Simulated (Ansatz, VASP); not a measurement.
One calculation of BP, two programs

The input INCAR:

```
ALGO = Normal
EDIFF = 1E-6
ENCUT = 520
GGA = PE
ISIF = 2
ISMEAR = 0
LASPH = True
LCHARG = False
LREAL = False
LWAVE = False
NBANDS = 11
NELM = 100
PREC = Accurate
SIGMA = 0.05
```

File KPOINTS:

```
k-points
0
Gamma
  12 12 12
```

File POSCAR:

```
BP
1.0
    0.0000000000      2.3332290203      2.3332290203
    2.3332290203      0.0000000000      2.3332290203
    2.3332290203      2.3332290203      0.0000000000
B P
1 1
Direct
    0.0000000000      0.0000000000      0.0000000000
    0.7500000000      0.7500000000      0.7500000000
```

Input for Ansatz:

```yaml
crystal:
  lattice:
    - [0.0, 2.3332290203, 2.3332290203]
    - [2.3332290203, 0.0, 2.3332290203]
    - [2.3332290203, 2.3332290203, 0.0]
  atoms:
    - { symbol: B, position: [0.0, 0.0, 0.0] }
    - { symbol: P, position: [0.75, 0.75, 0.75] }
basis:
  ecutwfc: 520.0
kpoints:
  mp_grid: { grid: [12, 12, 12] }
hamiltonian:
  xc: pbe
scf:
  occupations: { method: gaussian, width: 0.05 }
output:
  forces: true
  stress: true
  eigenvalues: true
```

Alike in both runs: task single point; functional PBE; k mesh 12 × 12 × 12; occupations gaussian, width 0.05 eV; no spin polarisation.

```csv
,VASP,Ansatz
version,VASP 6.6.1,Ansatz 0.2.0
potentials or method,"VASP PAW PBE potentials, release 64 (B, P), cutoff 520 eV","scalar-relativistic, plane waves, PAW"
valence electrons in the cell,8,8
```

Ansatz gave:

```
gap on the k mesh at the Fermi level (eV) : 1.36
least direct gap on the mesh (eV)         : 3.29
pressure (GPa)                            : -10.7
```

**Question.** Estimate VASP's values.

**Answer.** gap on the k mesh at the Fermi level (eV): 1.35; least direct gap on the mesh (eV): 3.29; pressure (GPa): -10.9.
